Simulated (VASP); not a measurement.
# MgTlF4 (P6/mmm) in VASP: notebook

Runs on MgTlF4. Level: PBE. Tasks: single point, relaxation of cell and atoms.

Program: VASP 6.6.1. These are calculated values, not measurements. Logs are shortened: lines on timing, memory, paths and dates and some standing lists are left out, and cuts for length are marked.

### 1 The cell of the first run

The structure is hexagonal, space group P6/mmm (No. 191). Conventional cell: a = 3.837 Å, b = 3.837 Å, c = 6.595 Å, α = 90.00°, β = 90.00°, γ = 120.00°. Within 3.4 Å of Mg (site symmetry 6/mmm) lie 12 F at 2.54 Å and 2 Tl at 3.30 Å. Tl (site symmetry 6/mmm) has 12 F at 3.02 Å and 2 Mg at 3.30 Å and 6 Tl at 3.84 Å within 4.0 Å. Within 2.9 Å of F (site symmetry 3m) lie 4 F at 2.22 to 2.50 Å and 3 Mg at 2.54 Å.

### 2 Single point, PBE

The input, INCAR:

```
SYSTEM = MgTlF4
  PREC = Accurate
  ENCUT = 520
  EDIFF = 1E-6
  ISMEAR = 0
  SIGMA = 0.1
  LREAL = .False.
  LASPH = .True.
  NELM = 100
  ALGO = Normal
  ISIF = 2
  LWAVE = .False.
  LCHARG = .False.
  GGA = PE
  NBANDS = 30
```

The input, KPOINTS:

```
Automatic mesh
0
Gamma
  12 12 6
  0 0 0
```

The input, POSCAR:

```
MgTlF4
1.0
    3.8372634789      0.0000000000      0.0000000000
   -1.9186317394      3.3231676537      0.0000000000
    0.0000000000      0.0000000000      6.5952146583
Mg Tl F
1 1 4
Direct
    0.0000000000      0.0000000000      0.0000000000
    0.0000000000      0.0000000000      0.5000000000
    0.3333333333      0.6666666667      0.1895777789
    0.3333333333      0.6666666667      0.8104222211
    0.6666666667      0.3333333333      0.1895777789
    0.6666666667      0.3333333333      0.8104222211
```

Potentials or basis: VASP PAW PBE potentials, release 64 (Mg, Tl_d, F).

Started as:

```console
$ cat potpaw_PBE.64/Mg/POTCAR potpaw_PBE.64/Tl_d/POTCAR potpaw_PBE.64/F/POTCAR > POTCAR
$ mpirun -np 1 vasp_std > vasp.out
```

OUTCAR:

```text
SYSTEM = MgTlF4
   PREC = Accurate
   ENCUT = 520
   EDIFF = 1E-6
   ISMEAR = 0
   LREAL = .False.
   LASPH = .True.
   NELM = 100
   ISIF = 2
   GGA = PE

 ion  position               nearest neighbor table
   1  0.000  0.000  0.000-   3 2.54   4 2.54   5 2.54   6 2.54   3 2.54   4 2.54   5 2.54   6 2.54
                             5 2.54   6 2.54   3 2.54   4 2.54   2 3.30   2 3.30
   2  0.000  0.000  0.500-   3 3.02   4 3.02   5 3.02   6 3.02   3 3.02   4 3.02   5 3.02   6 3.02
                             5 3.02   6 3.02   3 3.02   4 3.02   1 3.30   1 3.30
   3  0.333  0.667  0.190-   1 2.54   1 2.54   1 2.54   2 3.02   2 3.02   2 3.02
   4  0.333  0.667  0.810-   1 2.54   1 2.54   1 2.54   2 3.02   2 3.02   2 3.02
   5  0.667  0.333  0.190-   1 2.54   1 2.54   1 2.54   2 3.02   2 3.02   2 3.02
   6  0.667  0.333  0.810-   1 2.54   1 2.54   1 2.54   2 3.02   2 3.02   2 3.02

  LATTYP: Found a hexagonal cell.
 ALAT       =     3.8372634789
 C/A-ratio  =     1.7187286447

  Lattice vectors:

 A1 = (   3.8372634789,   0.0000000000,   0.0000000000)
 A2 = (  -1.9186317394,   3.3231676537,   0.0000000000)
 A3 = (   0.0000000000,   0.0000000000,   6.5952146583)

Analysis of symmetry for initial positions (statically):
=====================================================================
 Subroutine PRICEL returns:
 Original cell was already a primitive cell.

 Routine SETGRP: Setting up the symmetry group for a
 hexagonal supercell.

 Subroutine GETGRP returns: Found 24 space group operations
 (whereof 24 operations were pure point group operations)
 out of a pool of 24 trial point group operations.

The static configuration has the point symmetry D_6h.

Analysis of symmetry for dynamics (positions and initial velocities):
=====================================================================
 Subroutine PRICEL returns:
 Original cell was already a primitive cell.

 Routine SETGRP: Setting up the symmetry group for a
 hexagonal supercell.

 Subroutine GETGRP returns: Found 24 space group operations
 (whereof 24 operations were pure point group operations)
 out of a pool of 24 trial point group operations.

The dynamic configuration has the point symmetry D_6h.

 Subroutine INISYM returns: Found 24 space group operations
 (whereof 24 operations are pure point group operations),
 and found     1 'primitive' translations

----------------------------------------------------------------------------------------
[... 92 lines left out ...]
   PREC   = accura    normal or accurate (medium, high low for compatibility)
   ISTART =      0    job   : 0-new  1-cont  2-samecut
   ICHARG =      2    charge: 1-file 2-atom 10-const
   ISPIN  =      1    spin polarized calculation?
   LNONCOLLINEAR =      F non collinear calculations
   LSORBIT =      F    spin-orbit coupling
   LASPH  =      T    aspherical Exc in radial PAW
   ENCUT  =  520.0 eV  38.22 Ry    6.18 a.u.   7.13  7.13 12.26*2*pi/ulx,y,z
   NELM   =    100;   NELMIN=  2; NELMDL= -5     # of ELM steps
   EDIFF  = 0.1E-05   stopping-criterion for ELM
   LREAL  =      F    real-space projection
[... 7 lines left out ...]
   TEBEG  =    0.0;   TEEND  =   0.0 temperature during run
   PSTRESS=    0.0 pullay stress
   NELECT =      43.0000    total number of electrons
   NUPDOWN=      -1.0000    fix difference up-down
   EMIN   =  10.00;   EMAX   =-10.00  energy-range for DOS
   EFERMI =   0.00;   METHOD = LEGACY
   ISMEAR =     0;   SIGMA  =   0.10  broadening in eV -4-tet -1-fermi 0-gaus
   EFERMI_NEDOS =   21; number of points for ismear=-14 and -15
   IALGO  =     38    algorithm
   IMIX   =      4    mixing-type and parameters
     AMIX     =   0.40;   BMIX     =  1.00
     AMIX_MAG =   1.60;   BMIX_MAG =  1.00
  volume/ion in A,a.u.               =      14.02        94.59
  Fermi-wavevector in a.u.,A,eV,Ry     =   1.309072  2.473787 23.315873  1.713668
  Thomas-Fermi vector in A             =   2.439695
   LORBIT       =      0    0 simple, 1 ext, 2 COOP (PROOUT), +10 PAW based schemes
   GGA     = PE    functional components
   LHFCALC =     F    Hartree Fock is set to
   AEXX    =    0.0000 exact exchange contribution
   IVDW    =     0    specifies the selected vdW correction
   LEPSILON=     F    determine dielectric tensor
   LRPA    =     F    only Hartree local field effects (RPA)
 non-spin polarized calculation
 Gauss-broadening in eV      SIGMA  =   0.10
  energy-cutoff  :      520.00
  volume of cell :       84.10
 maximum number of plane-waves:      2290
 NGX is ok and might be reduce to    30
   NGX = 15   NGY = 15   NGZ = 25

 number of electron      42.9999958 magnetization

 Free energy of the ion-electron system (eV)
  ---------------------------------------------------
  ext. energy  EPLUGINS =         0.00000000
  ---------------------------------------------------
  free energy    TOTEN  =       -20.99844353 eV

  energy without entropy =      -20.96742423  energy(sigma->0) =      -20.98293388

 E-fermi :   1.2462     XC(G=0):  -9.8354

 val. band max:        1.2339512088   @ k =   0.4167   0.1667   0.0000
 cond. band min:       1.2654155374   @ k =   0.4167   0.0833   0.0000
 fundamental gap:      0.0314643286
 Fermi energy:         1.2461698778

 k-point     1 :       0.0000    0.0000    0.0000
  band No.  band energies     occupation
      1     -20.3442      2.00000
      2     -19.9850      2.00000
      3     -18.4745      2.00000
      4     -18.2476      2.00000
      5      -7.9601      2.00000
      6      -7.8830      2.00000
[... 781 lines left out ...]
     29      13.5399      0.00000
     30      14.1951      0.00000

 [... further k-points ...]
[... 5 lines left out ...]
  --------------------------------------------------------------------------------------
  -------------------------------------------------------------------------------------
  Total       -0.2322825     -0.2322825     -0.2160296     -0.0000000      0.0000000      0.0000000
  in kB       -4.4251111     -4.4251111     -4.1154846     -0.0000000      0.0000000      0.0000000
  external PRESSURE =      -4.3219023 kB  Pullay stress =       0.0000000 kB

 VOLUME and BASIS-vectors are now :
 -----------------------------------------------------------------------------
  energy-cutoff  :      520.00
  volume of cell :       84.10
      direct lattice vectors                 reciprocal lattice vectors
     3.837263479  0.000000000  0.000000000     0.260602381  0.150458855  0.000000000
    -1.918631739  3.323167654  0.000000000     0.000000000  0.300917710  0.000000000
     0.000000000  0.000000000  6.595214658     0.000000000  0.000000000  0.151625088

 POSITION                                       TOTAL-FORCE (eV/Angst)
 -----------------------------------------------------------------------------------
      0.00000      0.00000      0.00000         0.000000      0.000000      0.000000
      0.00000      0.00000      3.29761         0.000000      0.000000      0.000000
     -0.00000      2.21545      1.25031        -0.000000     -0.000000     -0.008353
     -0.00000      2.21545      5.34491        -0.000000      0.000000      0.008353
      1.91863      1.10772      1.25031         0.000000     -0.000000     -0.008353
      1.91863      1.10772      5.34491         0.000000     -0.000000      0.008353
 -----------------------------------------------------------------------------------
    total drift:                               -0.000000      0.000000      0.000000

  FREE ENERGIE OF THE ION-ELECTRON SYSTEM (eV)
  ---------------------------------------------------
  free  energy   TOTEN  =       -20.9984435296 eV

  energy  without entropy=      -20.9674242286  energy(sigma->0) =      -20.98293388
```

OSZICAR:

```text
N       E                     dE             d eps       ncg     rms          rms(c)
DAV:   1     0.281446365718E+03    0.28145E+03   -0.23930E+04  4704   0.135E+03
DAV:   2    -0.105433768660E+02   -0.29199E+03   -0.28201E+03  5516   0.326E+02
DAV:   3    -0.255028748644E+02   -0.14959E+02   -0.14858E+02  5214   0.728E+01
DAV:   4    -0.255946710750E+02   -0.91796E-01   -0.91784E-01  5034   0.641E+00
DAV:   5    -0.255952661483E+02   -0.59507E-03   -0.59505E-03  5370   0.519E-01    0.125E+01
DAV:   6    -0.215737086616E+02    0.40216E+01   -0.44235E+01  4996   0.291E+01    0.683E+00
DAV:   7    -0.211150135521E+02    0.45870E+00   -0.18535E+00  4878   0.837E+00    0.284E+00
DAV:   8    -0.210164593089E+02    0.98554E-01   -0.56885E-01  5016   0.530E+00    0.883E-01
DAV:   9    -0.209996635525E+02    0.16796E-01   -0.69171E-02  5126   0.158E+00    0.312E-01
DAV:  10    -0.209984487214E+02    0.12148E-02   -0.45799E-03  4932   0.447E-01    0.717E-02
DAV:  11    -0.209984436473E+02    0.50741E-05   -0.16162E-04  5238   0.798E-02    0.275E-02
DAV:  12    -0.209984443974E+02   -0.75006E-06   -0.28326E-05  4944   0.378E-02    0.920E-03
DAV:  13    -0.209984435296E+02    0.86776E-06   -0.85739E-06  5276   0.182E-02
   1 F= -.20998444E+02 E0= -.20982934E+02  d E =-.310193E-01
```

stdout:

```text
POSCAR found type information on POSCAR MgTlF
 POSCAR found :  3 types and       6 ions
 scaLAPACK will be used
 LDA part: xc-table for (Slater+PW92), standard interpolation
 POSCAR, INCAR and KPOINTS ok, starting setup
 FFT: planning ... GRIDC
 FFT: planning ... GRID_SOFT
 FFT: planning ... GRID
 WAVECAR not read
 entering main loop
```

Run time: 2.3 min. Hardware: 1 thread of Intel Xeon Platinum 8488C (Sapphire Rapids), shared host; peak memory 0.32 GiB.

What came out:

* Free energy: -20.9984 eV
* Pressure: -0.4 GPa
* Largest force: 0.008 eV/Å

Forces in eV/Å, atoms in the order of the input:
```
Mg   0.000  0.000  0.000
Tl   0.000  0.000  0.000
F    0.000  0.000 -0.008
F    0.000  0.000  0.008
F    0.000  0.000 -0.008
F    0.000  0.000  0.008
```

Caveat: spin-orbit coupling is left out, which moves the levels of the heavy elements; an odd number of electrons without spin polarisation forces a metal; a magnetic or distorted state may lie lower.

(Continued in part 2 of 3.)
